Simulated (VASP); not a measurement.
A run of VASP 6.6.1 is set up as follows.

INCAR

```
PREC = Accurate
ENCUT = 520
EDIFF = 1E-6
ISMEAR = -5
SIGMA = 0.05
LREAL = False
LASPH = True
NELM = 150
ALGO = Normal
ISIF = 2
LWAVE = False
LCHARG = False
ISPIN = 2
MAGMOM = 0.58 0
LORBIT = 11
GGA = PE
NBANDS = 20
```

KPOINTS

```
Automatic mesh
0
Gamma
  9 9 9
```

The input POSCAR:

```
ZnS
1.0
    0.0000000000      2.6654820099      2.6654820099
    2.6654820099      0.0000000000      2.6654820099
    2.6654820099      2.6654820099      0.0000000000
Zn S
1 1
Direct
    0.7500000000      0.7500000000      0.7500000000
    0.0000000000      0.0000000000      0.0000000000
```

Potentials or basis: VASP PAW PBE potentials, release 64 (Zn, S).

The run is started by

```sh
$ cat potpaw_PBE.64/Zn/POTCAR potpaw_PBE.64/S/POTCAR > POTCAR
$ mpirun -np 1 vasp_std > vasp.out
```

Problem. Estimate the pressure.

Solution. 5.2 GPa.

Problem. Predict the net moment.

Solution. 0.00 μB per cell.

Problem. Estimate the band gap on the k mesh.

Solution. 2.30 eV.

Caveat: the cell stands under pressure.
